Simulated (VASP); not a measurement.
# CdS (F-43m) in VASP: a series of runs

CdS is run at these levels: PBEsol; tasks: single point, relaxation of cell and atoms.

All numbers are computed with VASP 6.6.1; they aren't measurements. Logs are shortened: lines on timing, memory, paths and dates and some standing lists are left out, and cuts for length are marked.

### 1 The cell of the first run

It takes space group F-43m (No. 216, cubic). Conventional cell: a = 5.794 Å, b = 5.794 Å, c = 5.794 Å, α = 90.00°, β = 90.00°, γ = 90.00°. Cd (site symmetry -43m) has 4 S at 2.51 Å within 3.3 Å. S (site symmetry -43m) has 4 Cd at 2.51 Å within 3.3 Å.

### 2 Single point, PBEsol

Contents of INCAR:

```
SYSTEM = CdS
  ALGO = Normal
  EDIFF = 1E-6
  ENCUT = 520
  GGA = PS
  ISIF = 2
  ISMEAR = 0
  LASPH = .True.
  LCHARG = .True.
  LELF = .True.
  LREAL = .False.
  LVHAR = .True.
  LWAVE = .False.
  NBANDS = 16
  NELM = 100
  PREC = Accurate
  SIGMA = 0.01
```

Contents of KPOINTS:

```
k-points
0
Gamma
  6 6 6
  0 0 0
```

Contents of POSCAR:

```
CdS
1.0
    0.0000000000      2.8970028734      2.8970028734
    2.8970028734      0.0000000000      2.8970028734
    2.8970028734      2.8970028734      0.0000000000
Cd S
1 1
Direct
    0.0000000000      0.0000000000      0.0000000000
    0.7500000000      0.7500000000      0.7500000000
```

Potentials or basis: VASP PAW PBE potentials, release 64 (Cd, S).

On the command line:

```
cat potpaw_PBE.64/Cd/POTCAR potpaw_PBE.64/S/POTCAR > POTCAR
mpirun -np 1 vasp_std > vasp.out
```

OUTCAR:

```text
SYSTEM = CdS
   EDIFF = 1E-6
   ENCUT = 520
   GGA = PS
   ISIF = 2
   ISMEAR = 0
   LASPH = .True.
   LREAL = .False.
   NELM = 100
   PREC = Accurate

 ion  position               nearest neighbor table
   1  0.000  0.000  0.000-   2 2.51   2 2.51   2 2.51   2 2.51
   2  0.750  0.750  0.750-   1 2.51   1 2.51   1 2.51   1 2.51

  LATTYP: Found a face centered cubic cell.
 ALAT       =     5.7940057468

  Lattice vectors:

 A1 = (   0.0000000000,   2.8970028734,   2.8970028734)
 A2 = (   2.8970028734,   0.0000000000,   2.8970028734)
 A3 = (   2.8970028734,   2.8970028734,   0.0000000000)

Analysis of symmetry for initial positions (statically):
=====================================================================
 Subroutine PRICEL returns:
 Original cell was already a primitive cell.

 Routine SETGRP: Setting up the symmetry group for a
 face centered cubic supercell.

 Subroutine GETGRP returns: Found 24 space group operations
 (whereof 24 operations were pure point group operations)
 out of a pool of 48 trial point group operations.

The static configuration has the point symmetry T_d .

Analysis of symmetry for dynamics (positions and initial velocities):
=====================================================================
 Subroutine PRICEL returns:
 Original cell was already a primitive cell.

 Routine SETGRP: Setting up the symmetry group for a
 face centered cubic supercell.

 Subroutine GETGRP returns: Found 24 space group operations
 (whereof 24 operations were pure point group operations)
 out of a pool of 48 trial point group operations.

The dynamic configuration has the point symmetry T_d .

 Subroutine INISYM returns: Found 24 space group operations
 (whereof 24 operations are pure point group operations),
 and found     1 'primitive' translations

----------------------------------------------------------------------------------------

                                     Primitive cell

  volume of cell :      48.6269

  direct lattice vectors                    reciprocal lattice vectors
     0.000000000  2.897002873  2.897002873    -0.172592166  0.172592166  0.172592166
     2.897002873  0.000000000  2.897002873     0.172592166 -0.172592166  0.172592166
     2.897002873  2.897002873  0.000000000     0.172592166  0.172592166 -0.172592166

  length of vectors
     4.096980754  4.096980754  4.096980754     0.298938400  0.298938400  0.298938400

  position of ions in fractional coordinates (direct lattice)
     0.000000000  0.000000000  0.000000000
     0.750000000  0.750000000  0.750000000

  ion indices of the primitive-cell ions
   primitive index   ion index
                 1           1
                 2           2

----------------------------------------------------------------------------------------

 KPOINTS: k-points

Automatic generation of k-mesh.
 Grid dimensions read from file:
 generate k-points for:    6    6    6

 Generating k-lattice:

  Cartesian coordinates                     Fractional coordinates (reciprocal lattice)
    -0.028765361  0.028765361  0.028765361     0.166666667  0.000000000  0.000000000
     0.028765361 -0.028765361  0.028765361     0.000000000  0.166666667  0.000000000
     0.028765361  0.028765361 -0.028765361     0.000000000  0.000000000  0.166666667

  Length of vectors
     0.049823067  0.049823067  0.049823067

  Shift w.r.t. Gamma in fractional coordinates (k-lattice)
     0.000000000  0.000000000  0.000000000

 Subroutine IBZKPT returns following result:
 ===========================================

 Found     16 irreducible k-points:

 Following reciprocal coordinates:
            Coordinates               Weight
  0.000000  0.000000  0.000000      1.000000
  0.166667  0.000000  0.000000      8.000000
  0.333333  0.000000  0.000000      8.000000
  0.500000  0.000000  0.000000      4.000000
  0.166667  0.166667  0.000000      6.000000
  0.333333  0.166667  0.000000     24.000000
[... 8 lines left out ...]
 -0.333333  0.333333  0.166667     24.000000
 -0.333333  0.500000  0.166667     12.000000
   k-points           NKPTS =     16   k-points in BZ     NKDIM =     16   number of bands    NBANDS=     16
   number of dos      NEDOS =    301   number of ions     NIONS =      2
   total plane-waves  NPLWV =  27000
   dimension x,y,z NGX =    30 NGY =   30 NGZ =   30
   dimension x,y,z NGXF=    60 NGYF=   60 NGZF=   60
   ions per type =               1   1
   NGX,Y,Z   is equivalent  to a cutoff of  12.17, 12.17, 12.17 a.u.
   NGXF,Y,Z  is equivalent  to a cutoff of  24.35, 24.35, 24.35 a.u.
 SYSTEM =  CdS
   PREC   = accura    normal or accurate (medium, high low for compatibility)
   ISTART =      0    job   : 0-new  1-cont  2-samecut
   ICHARG =      2    charge: 1-file 2-atom 10-const
   ISPIN  =      1    spin polarized calculation?
   LNONCOLLINEAR =      F non collinear calculations
   LSORBIT =      F    spin-orbit coupling
   LASPH  =      T    aspherical Exc in radial PAW
   ENCUT  =  520.0 eV  38.22 Ry    6.18 a.u.   7.62  7.62  7.62*2*pi/ulx,y,z
   NELM   =    100;   NELMIN=  2; NELMDL= -5     # of ELM steps
   EDIFF  = 0.1E-05   stopping-criterion for ELM
   LREAL  =      F    real-space projection
   EDIFFG = 0.1E-04   stopping-criterion for IOM
   NSW    =      0    number of steps for IOM
   IBRION =     -1    ionic relax: 0-MD 1-quasi-New 2-CG
   NFREE  =      0    steps in history (QN), initial steepest desc. (CG)
   ISIF   =      2    stress and relaxation
   ISYM   =      2    0-nonsym 1-usesym 2-fastsym
   POTIM  = 0.5000    time-step for ionic-motion
   TEBEG  =    0.0;   TEEND  =   0.0 temperature during run
   PSTRESS=    0.0 pullay stress
   NELECT =      18.0000    total number of electrons
   NUPDOWN=      -1.0000    fix difference up-down
   EMIN   =  10.00;   EMAX   =-10.00  energy-range for DOS
   EFERMI =   0.00;   METHOD = LEGACY
   ISMEAR =     0;   SIGMA  =   0.01  broadening in eV -4-tet -1-fermi 0-gaus
   EFERMI_NEDOS =   21; number of points for ismear=-14 and -15
   IALGO  =     38    algorithm
   IMIX   =      4    mixing-type and parameters
     AMIX     =   0.40;   BMIX     =  1.00
     AMIX_MAG =   1.60;   BMIX_MAG =  1.00
  volume/ion in A,a.u.               =      24.31       164.08
  Fermi-wavevector in a.u.,A,eV,Ry     =   1.175457  2.221292 18.799158  1.381699
  Thomas-Fermi vector in A             =   2.311837
   LORBIT       =      0    0 simple, 1 ext, 2 COOP (PROOUT), +10 PAW based schemes
   GGA     = PS    functional components
   LHFCALC =     F    Hartree Fock is set to
   AEXX    =    0.0000 exact exchange contribution
   IVDW    =     0    specifies the selected vdW correction
   LEPSILON=     F    determine dielectric tensor
   LRPA    =     F    only Hartree local field effects (RPA)
 non-spin polarized calculation
 Gauss-broadening in eV      SIGMA  =   0.01
  energy-cutoff  :      520.00
  volume of cell :       48.63
 maximum number of plane-waves:      1363
   NGX = 15   NGY = 15   NGZ = 15

 number of electron      18.0000008 magnetization

 Free energy of the ion-electron system (eV)
  ---------------------------------------------------
  ext. energy  EPLUGINS =         0.00000000
  ---------------------------------------------------
  free energy    TOTEN  =        -6.80605160 eV

  energy without entropy =       -6.80605160  energy(sigma->0) =       -6.80605160

 E-fermi :   1.5153     XC(G=0):  -9.4722

 val. band max:        1.3903225794   @ k =   0.0000   0.0000   0.0000
 cond. band min:       2.4387527644   @ k =   0.0000   0.0000   0.0000
 fundamental gap:      1.0484301851
 Fermi energy:         1.5153019783

 k-point     1 :       0.0000    0.0000    0.0000
  band No.  band energies     occupation
      1     -11.1216      2.00000
      2      -6.4195      2.00000
      3      -6.4195      2.00000
      4      -6.4195      2.00000
      5      -5.9032      2.00000
      6      -5.9032      2.00000
[... 8 lines left out ...]
     15      12.8656      0.00000
     16      12.8656      0.00000

 k-point     2 :       0.1667    0.0000    0.0000
  band No.  band energies     occupation
      1     -11.0076      2.00000
      2      -6.3792      2.00000
      3      -6.3792      2.00000
      4      -6.3204      2.00000
      5      -5.9043      2.00000
      6      -5.9043      2.00000
[... 8 lines left out ...]
     15      12.0231      0.00000
     16      13.0753      0.00000

 k-point     3 :       0.3333    0.0000    0.0000
  band No.  band energies     occupation
      1     -10.7776      2.00000
      2      -6.3136      2.00000
      3      -6.3136      2.00000
      4      -5.9346      2.00000
      5      -5.8857      2.00000
      6      -5.8857      2.00000
[... 8 lines left out ...]
     15      12.4548      0.00000
     16      12.4548      0.00000

 k-point     4 :       0.5000    0.0000    0.0000
  band No.  band energies     occupation
      1     -10.6633      2.00000
      2      -6.2912      2.00000
      3      -6.2912      2.00000
      4      -5.8629      2.00000
      5      -5.8629      2.00000
      6      -5.5040      2.00000
[... 8 lines left out ...]
     15      13.9400      0.00000
     16      13.9400      0.00000
[... 172 lines left out ...]
 k-point    14 :       0.5000    0.3333    0.1667
  band No.  band energies     occupation
      1     -10.6312      2.00000
      2      -6.2188      2.00000
      3      -6.2111      2.00000
      4      -6.0134      2.00000
      5      -5.8612      2.00000
      6      -5.6076      2.00000
[... 8 lines left out ...]
     15      14.4054      0.00000
     16      14.6443      0.00000

 k-point    15 :      -0.3333    0.3333    0.1667
  band No.  band energies     occupation
      1     -10.5587      2.00000
      2      -6.2160      2.00000
      3      -6.1681      2.00000
      4      -5.9496      2.00000
      5      -5.8849      2.00000
      6      -5.3143      2.00000
[... 8 lines left out ...]
     15      13.8276      0.00000
     16      14.7532      0.00000

 k-point    16 :      -0.3333    0.5000    0.1667
  band No.  band energies     occupation
      1     -10.5234      2.00000
      2      -6.1824      2.00000
      3      -6.1269      2.00000
      4      -5.9894      2.00000
      5      -5.8589      2.00000
      6      -5.2813      2.00000
[... 8 lines left out ...]
     15      14.6304      0.00000
     16      14.6657      0.00000

------------------------ aborting loop because EDIFF is reached ----------------------------------------

  FORCE on cell =-STRESS in cart. coord.  units (eV):
  Direction    XX          YY          ZZ          XY          YZ          ZX
  --------------------------------------------------------------------------------------
  -------------------------------------------------------------------------------------
  Total        0.4332373      0.4332373      0.4332373      0.0000000     -0.0000000     -0.0000000
  in kB       14.2744601     14.2744601     14.2744601      0.0000000     -0.0000000     -0.0000000
  external PRESSURE =      14.2744601 kB  Pullay stress =       0.0000000 kB

 VOLUME and BASIS-vectors are now :
 -----------------------------------------------------------------------------
  energy-cutoff  :      520.00
  volume of cell :       48.63
      direct lattice vectors                 reciprocal lattice vectors
     0.000000000  2.897002873  2.897002873    -0.172592166  0.172592166  0.172592166
     2.897002873  0.000000000  2.897002873     0.172592166 -0.172592166  0.172592166
     2.897002873  2.897002873  0.000000000     0.172592166  0.172592166 -0.172592166

 POSITION                                       TOTAL-FORCE (eV/Angst)
 -----------------------------------------------------------------------------------
      0.00000      0.00000      0.00000        -0.000000     -0.000000     -0.000000
      4.34550      4.34550      4.34550         0.000000      0.000000      0.000000
 -----------------------------------------------------------------------------------
    total drift:                                0.000001      0.000001      0.000001

  FREE ENERGIE OF THE ION-ELECTRON SYSTEM (eV)
  ---------------------------------------------------
  free  energy   TOTEN  =        -6.8060515994 eV

  energy  without entropy=       -6.8060515994  energy(sigma->0) =       -6.80605160
```

Wall time 6.2 s (1 thread of Intel Xeon 6975P-C (Granite Rapids), shared host); peak memory 0.17 GiB.

Results:

| Item | Value |
| --- | --- |
| Free energy | -6.8061 eV |
| Pressure | 1.4 GPa |
| Band gap on the k mesh | 1.05 eV |

Caveat: the PAW data sets were made with another functional, which shifts forces and pressure a little.

### 3 Relaxation of cell and atoms, PBEsol, target pressure 1 GPa, at which the enthalpy is minimised

This run uses another cell than the first one, of 24.70 Å³/atom.

Contents of INCAR:

```
SYSTEM = CdS
  PREC = Accurate
  ENCUT = 600
  EDIFF = 1E-7
  ISMEAR = 0
  SIGMA = 0.01
  LREAL = .False.
  LASPH = .True.
  NELM = 80
  ALGO = Normal
  ISIF = 3
  LWAVE = .False.
  LCHARG = .False.
  GGA = PS
  IBRION = 2
  NSW = 100
  EDIFFG = -0.002
  PSTRESS = 10.0
```

Contents of KPOINTS:

```
Automatic mesh
0
Gamma
  6 6 6
  0 0 0
```

Contents of POSCAR:

```
CdS
1.0
    0.0000000000      2.9122848905      2.9122848905
    2.9122848905      0.0000000000      2.9122848905
    2.9122848905      2.9122848905      0.0000000000
Cd S
1 1
Direct
    0.0000000000      0.0000000000      0.0000000000
    0.7500000000      0.7500000000      0.7500000000
```

Potentials or basis: VASP PAW PBE potentials, release 64 (Cd, S).

On the command line:

```
cat potpaw_PBE.64/Cd/POTCAR potpaw_PBE.64/S/POTCAR > POTCAR
mpirun -np 1 vasp_std > vasp.out
```

Run time: 14 s. Hardware: 1 thread of Intel Xeon 6975P-C (Granite Rapids), shared host; peak memory 0.21 GiB.

The run converged. Its results:

```
Free energy                                                : -6.8087 eV
Relaxed volume                                             : 24.46 Å³/atom
Relaxed cell                                               : a = 4.105 Å, b = 4.105 Å, c = 4.105 Å, α = 60.00°, β = 60.00°, γ = 60.00°
Space group after relaxing (to 0.1 Å)                      : F-43m (No. 216)
Energy change on relaxing (the run minimises the enthalpy) : +1.0 meV/atom
Ionic steps                                                : 3
Pressure after relaxing                                    : 1.0 GPa
Band gap on the k mesh                                     : 1.04 eV
```

The path:
| step | energy change (eV) | largest force (eV/Å) | pressure (GPa) | volume (Å³) |
| --- | --- | --- | --- | --- |
| 1 | 0.0000 | 0.0000 | 0.37 | 49.40 |
| 2 | 0.0036 | 0.0000 | 1.30 | 48.70 |
| 3 | 0.0021 | 0.0000 | 0.99 | 48.92 |

Final structure:
```
CELL_PARAMETERS angstrom
0.00000 2.90275 2.90275
2.90275 0.00000 2.90275
2.90275 2.90275 0.00000
ATOMIC_POSITIONS crystal
Cd 0.00000 0.00000 0.00000
S 0.75000 0.75000 0.75000
```

Levels at points of the mesh, in eV from the valence-band top:
| k point | band 7 | band 8 | band 9 | band 10 | band 11 | band 12 |
| --- | --- | --- | --- | --- | --- | --- |
| (0.00, 0.00, 0.00) | 0.00 | 0.00 | 0.00 | 1.04 | 6.44 | 6.44 |
| (0.50, 0.00, 0.00) | -4.57 | -0.79 | -0.79 | 2.91 | 6.91 | 6.91 |
| (0.50, 0.50, 0.00) | -4.08 | -1.96 | -1.96 | 3.36 | 4.26 | 9.14 |

Caveat: the cell is relaxed towards a set pressure, so the run minimises the enthalpy, not the energy; the PAW data sets were made with another functional, which shifts forces and pressure a little.

### 4 Relaxation of cell and atoms, PBEsol, target pressure 2 GPa, at which the enthalpy is minimised

This run uses another cell than the first one, of 24.70 Å³/atom.

Contents of INCAR:

```
ALGO     = Normal         # electronic algorithm
EDIFF    = 1E-6           # SCF threshold, eV
EDIFFG   = -0.002         # ionic threshold
ENCUT    = 600            # plane-wave cutoff, eV
GGA      = PS             # functional
IBRION   = 2              # ionic algorithm
ISIF     = 3              # what is computed and relaxed
ISMEAR   = 0              # smearing method
LASPH    = T              # aspherical terms in the spheres
LCHARG   = F              # write CHGCAR
LREAL    = F              # projectors in reciprocal space
LWAVE    = F              # write WAVECAR
NELM     = 60             # most SCF steps
NSW      = 100            # ionic steps
PREC     = Accurate       # precision mode
PSTRESS  = 20.0         
SIGMA    = 0.01           # smearing width, eV
```

Contents of KPOINTS:

```
k-points
0
Gamma
  6 6 6
```

POSCAR is that of step 3.

On the command line:

```
cat potpaw_PBE.64/Cd/POTCAR potpaw_PBE.64/S/POTCAR > POTCAR
mpirun -np 1 vasp_std > vasp.out
```

It took 24 s on 1 thread of Intel Xeon 6975P-C (Granite Rapids), shared host; peak memory 0.22 GiB.

The run converged. Its results:

```yaml
Free_energy: -6.8021 eV
Relaxed_volume: 24.10 Å³/atom
Relaxed_cell: a = 4.085 Å, b = 4.085 Å, c = 4.085 Å, α = 60.00°, β = 60.00°, γ = 60.00°
Space_group_after_relaxing_to_0.1_Å: F-43m (No. 216)
Energy_change_on_relaxing_the_run_minimises_the_enthalpy: +4.3 meV/atom
Ionic_steps: 8
Pressure_after_relaxing: 2.0 GPa
Band_gap_on_the_k_mesh: 1.07 eV
```

Step by step:
| step | energy change (eV) | largest force (eV/Å) | pressure (GPa) | volume (Å³) |
| --- | --- | --- | --- | --- |
| 1 | 0.0000 | 0.0000 | 0.37 | 49.40 |
| 2 | 0.0175 | 0.0000 | 2.88 | 47.63 |
| 3 | 0.0087 | 0.0000 | 1.97 | 48.21 |
| 4 | 0.0090 | 0.0000 | 2.02 | 48.18 |
| 5 | 0.0087 | 0.0000 | 2.02 | 48.20 |
| 6 | 0.0079 | 0.0000 | 1.90 | 48.27 |
| 7 | 0.0086 | 0.0000 | 1.96 | 48.21 |
| 8 | 0.0087 | 0.0000 | 2.00 | 48.21 |

Final structure:
```xyz
2
Lattice="0.0000 2.8887 2.8887 2.8887 0.0000 2.8887 2.8887 2.8887 0.0000" Properties=species:S:1:pos:R:3 pbc="T T T"
Cd    0.0000    0.0000    0.0000
S     4.3330    4.3330    4.3330
```

Levels at points of the mesh, in eV from the valence-band top:
```
           k point  band 6  band 7  band 8  band 9  band 10  band 11  band 12  band 13
(0.00, 0.00, 0.00)   -7.32    0.00    0.00    0.00     1.07     6.43     6.43     6.43
(0.50, 0.00, 0.00)   -6.91   -4.66   -0.81   -0.81     2.93     6.91     6.91     7.41
(0.50, 0.50, 0.00)   -6.84   -4.15   -2.02   -2.02     3.34     4.28     9.20    10.84
```

Caveat: the cell is relaxed towards a set pressure, so the run minimises the enthalpy, not the energy; the PAW data sets were made with another functional, which shifts forces and pressure a little.

(Continued in part 2 of 2.)
